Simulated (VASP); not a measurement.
Crystal: LiBe.

```
Li Be
1.0
     0.00000    2.28500    2.28500
     2.28500    0.00000    2.28500
     2.28500    2.28500    0.00000
Li Be
1 1
Direct
  0.00000 0.00000 0.00000
  0.50000 0.50000 0.50000
```

```yaml
Program: VASP 6.6.1
Task: relaxation of cell and atoms
Functional: r2SCAN
Potentials_or_basis: VASP PAW PBE potentials, release 64 (Li_sv, Be)
Cutoff: 830 eV
k_mesh: 8 × 8 × 8
Occupations: methfessel-paxton, width 0.1 eV
Spin: no spin polarisation
```

At the start: pressure 3.4 GPa; volume 11.93 Å³/atom.

**Question.** Where does the relaxation end?

**Answer.** Over 4 steps the energy falls by 14.1 meV/atom and the volume is 13.18 Å³/atom (+10.5 %); space group Fm-3m (No. 225, to 0.1 Å) before and after.

The path:
| step | energy change (eV) | largest force (eV/Å) | pressure (GPa) | volume (Å³) |
| --- | --- | --- | --- | --- |
| 1 | 0.0000 | 0.0000 | 3.42 | 23.86 |
| 2 | -0.0165 | 0.0000 | 2.34 | 24.75 |
| 3 | -0.0269 | 0.0000 | 0.65 | 25.88 |
| 4 | -0.0282 | 0.0000 | 0.15 | 26.36 |

Final structure:
```
Li Be
1.0
     0.00000    2.36215    2.36215
     2.36215    0.00000    2.36215
     2.36215    2.36215    0.00000
Li Be
1 1
Direct
  0.00000 0.00000 0.00000
  0.50000 0.50000 0.50000
```

Caveat: the PAW data sets were made with another functional, which shifts forces and pressure a little.
